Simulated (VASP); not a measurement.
Wanted: the native input for a VASP 6.6.1 run.

* Task: single point
* Functional: r2SCAN
* Potentials or basis: VASP PAW PBE potentials, release 64 (Sr_sv, O)
* Cutoff: 520 eV
* k mesh: 8 × 8 × 8
* Occupations: gaussian, width 0.01 eV
* Spin: no spin polarisation
* Dipole correction: no
* Further INCAR settings: ALGO = Normal; EDIFF = 1e-06; NBANDS = 15

SrO:

```
CELL_PARAMETERS angstrom
2.58031 2.58031 0.00000
-2.58031 2.58031 0.00000
0.00000 2.58031 2.58031
ATOMIC_POSITIONS crystal
Sr 0.50000 0.50000 0.00000
O 0.00000 0.00000 0.00000
```

These files were run (other wordings do the same):

POSCAR

```
SrO
1.0
    2.5803148066      2.5803148066      0.0000000000
   -2.5803148066      2.5803148066      0.0000000000
    0.0000000000      2.5803148066      2.5803148066
Sr O
1 1
Direct
    0.5000000000      0.5000000000      0.0000000000
    0.0000000000      0.0000000000      0.0000000000
```

INCAR.step1

```
PREC = Accurate ; ENCUT = 520
ISMEAR = 0 ; SIGMA = 0.01
LREAL = False ; LASPH = True
NELM = 60 ; NBANDS = 15
GGA = PE ; ALGO = Normal
EDIFF = 1E-4 ; LWAVE = True
LCHARG = False
```

INCAR.step2

```
PREC = Accurate ; ENCUT = 520
EDIFF = 1E-6 ; ISMEAR = 0
SIGMA = 0.01 ; LREAL = False
LASPH = True ; NELM = 60
ALGO = Normal ; ISIF = 2
LWAVE = False ; LCHARG = False
METAGGA = R2SCAN ; LMIXTAU = True
NBANDS = 15 ; ISTART = 1
```

KPOINTS

```
regular mesh
0
Gamma
  8 8 8
```

Potentials or basis: VASP PAW PBE potentials, release 64 (Sr_sv, O).

The run is started by

```bash
$ cat potpaw_PBE.64/Sr_sv/POTCAR potpaw_PBE.64/O/POTCAR > POTCAR
$ cp INCAR.step1 INCAR
$ mpirun -np 1 vasp_std > vasp.out
$ cp INCAR.step2 INCAR
$ mpirun -np 1 vasp_std > vasp.out
```

It gave:

- Pressure: 0.5 GPa
- Band gap on the k mesh: 3.75 eV (least direct gap 3.84 eV)

Caveat: the PAW data sets were made with another functional, which shifts forces and pressure a little.

It took 38 s on 1 thread of Intel(R) Xeon(R) 6975P-C (Granite Rapids) (shared host), peak memory 0.17 GiB.
